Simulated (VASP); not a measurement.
A run of VASP 6.6.1:

File POSCAR:

```
Mo
1.0
    2.9868042518     -0.0000108497     -0.9068984175
   -1.4927628522      2.1985526963      0.4556151394
   -0.8182604834     -0.0022912665      2.5827499106
Mo
1
Direct
    0.0000000000      0.0000000000      0.5000000000
```

Contents of INCAR.step1:

```
  PREC = Accurate
  ENCUT = 520
  EDIFF = 1E-5
  ISMEAR = -1
  SIGMA = 0.05
  LREAL = False
  LASPH = True
  NELM = 60
  ALGO = Normal
  ISIF = 2
  LWAVE = True
  LCHARG = False
  GGA = PE
  NBANDS = 13
```

INCAR.step2

```
  PREC = Accurate
  ENCUT = 520
  EDIFF = 1E-6
  ISMEAR = -1
  SIGMA = 0.05
  LREAL = False
  LASPH = True
  NELM = 60
  ALGO = Normal
  ISIF = 2
  LWAVE = False
  LCHARG = False
  GGA = PE
  LHFCALC = True
  HFSCREEN = 0.2079
  PRECFOCK = Normal
  ISTART = 1
  NBANDS = 13
```

The input KPOINTS:

```
Automatic mesh
0
Gamma
  6 6 5
```

Potentials or basis: VASP PAW PBE potentials, release 64 (Mo_sv).

Run with:

```console
$ cat potpaw_PBE.64/Mo_sv/POTCAR > POTCAR
$ cp INCAR.step1 INCAR
$ mpirun -np 1 vasp_std > vasp.out
$ cp INCAR.step2 INCAR
$ mpirun -np 1 vasp_std > vasp.out
```

Hardware: 1 thread of Intel(R) Xeon(R) Platinum 8259CL CPU @ 2.50GHz (Skylake/Cascade Lake) (shared host).

Q: Estimate the wall time of this run.

A: Wall time 35 min on 1 thread of Intel(R) Xeon(R) Platinum 8259CL CPU @ 2.50GHz (Skylake/Cascade Lake), with other jobs on the host, peak memory 0.24 GiB. Counts: k points 55.
